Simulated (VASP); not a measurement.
## SnGe5: single point with PBE

SnGe5:

```
Sn Ge
1.0
     0.00000    4.02348    4.02348
     4.02348    0.00000    4.02348
     4.02348    4.02348    0.00000
Sn Ge
1 5
Direct
  0.25000 0.25000 0.25000
  0.37273 0.87576 0.87576
  0.87576 0.37273 0.87576
  0.87576 0.87576 0.37273
  0.87576 0.87576 0.87576
  0.50000 0.50000 0.50000
```

The cell was built from a structure type or drawn by symmetry, and may not be a known phase.

```yaml
Program: VASP 6.6.1
Task: single point
Functional: PBE
Potentials_or_basis: VASP PAW PBE potentials, release 64 (Sn_d, Ge_d)
Cutoff: 520 eV
k_mesh: 4 × 4 × 4
Occupations: gaussian, width 0.1 eV
Spin: no spin polarisation
```

The pressure is -1.1 GPa and the largest force is 0.094 eV/Å. The band gap on the k mesh is zero (bands 42 and 43 overlap by 1.60 eV).

Forces on the atoms (eV/Å):
```
Sn   0.000  0.000  0.000
Ge  -0.055  0.055  0.055
Ge   0.055 -0.055  0.055
Ge   0.055  0.055 -0.055
Ge  -0.055 -0.055 -0.055
Ge   0.000  0.000  0.000
```

Levels at points of the mesh, in eV from the Fermi level:
| k point | band 38 | band 39 | band 40 | band 41 | band 42 | band 43 | band 44 | band 45 | band 46 | band 47 |
| --- | --- | --- | --- | --- | --- | --- | --- | --- | --- | --- |
| (0.00, 0.00, 0.00) | -4.02 | -4.02 | -4.02 | -1.62 | -1.62 | -1.29 | -1.29 | -1.29 | 4.26 | 4.26 |
| (0.50, 0.00, 0.00) | -4.05 | -2.93 | -0.66 | -0.66 | -0.53 | -0.04 | -0.04 | 2.03 | 2.18 | 3.08 |
| (0.50, 0.50, 0.00) | -1.39 | -1.39 | -1.36 | 0.31 | 0.31 | 0.56 | 0.69 | 1.14 | 1.17 | 2.11 |

It took 2.2 min on 1 thread of Intel Xeon 8259CL (shared host), peak memory 0.27 GiB.

Caveat: spin-orbit coupling is left out, which moves the levels of the heavy elements.
